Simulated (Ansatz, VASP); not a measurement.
## Bi: VASP beside Ansatz

INCAR

```
SYSTEM = Bi
PREC = Accurate
ENCUT = 520
EDIFF = 1E-8
ISMEAR = -1
SIGMA = 0.03
LREAL = .False.
LASPH = .True.
NELM = 80
ALGO = Normal
ISIF = 2
LWAVE = .False.
LCHARG = .False.
GGA = PE
LEFG = .True.
NBANDS = 22
```

Contents of KPOINTS:

```
Automatic mesh
0
Gamma
  9 9 3
  0 0 0
```

Contents of POSCAR:

```
Bi
1.0
    4.5390002997     -0.0226950015     -0.0226950015
   -2.2891545977      3.9422370682     -0.0083069471
   -0.0591450000     -0.0591450000     11.8290000000
Bi
2
Direct
    0.3333333333      0.6666666667      0.2500000000
    0.6666666667      0.3333333333      0.7500000000
```

Input for Ansatz:

```yaml
crystal:
  lattice:
    - [4.5390002997, -0.0226950015, -0.0226950015]
    - [-2.2891545977, 3.9422370682, -0.0083069471]
    - [-0.059145, -0.059145, 11.829]
  atoms:
    - { symbol: Bi, position: [0.3333333333, 0.6666666667, 0.25] }
    - { symbol: Bi, position: [0.6666666667, 0.3333333333, 0.75] }
kpoints:
  mp_grid: { grid: [9, 9, 3] }
scf:
  occupations: { method: fermi_dirac, width: 0.03 }
hamiltonian:
  xc: pbe
  pseudopotentials: { kind: all_electron, datasets: crystal }
output:
  forces: true
  stress: true
  eigenvalues: true
  efg: { contact_densities: true }
```

Change from the starting cell: equal xy, yz and zx shear strains of -1 %, crystal datasets.

Alike in both runs: task electric field gradients; functional PBE; k mesh 9 × 9 × 3; occupations fermi-dirac, width 0.03 eV; no spin polarisation.

```csv
,VASP,Ansatz
version,VASP 6.6.1,Ansatz 0.2.0
potentials or method,"VASP PAW PBE potentials, release 64 (Bi_d), cutoff 520 eV","all-electron PAW with datasets made for the crystal, scalar-relativistic"
```

```tsv
	VASP	Ansatz	Ansatz less VASP
pressure (GPa)	-3.3	-3.3	+0.02
traceless stress, the component that is largest in VASP (GPa)	2.95	2.95	-0.001
size of Vzz on the site where it differs most (V/Å²)	134.9	127.2	-7.71
```

Ansatz ran all-electron here, and VASP with PAW potentials.

Spin-orbit coupling is off throughout.
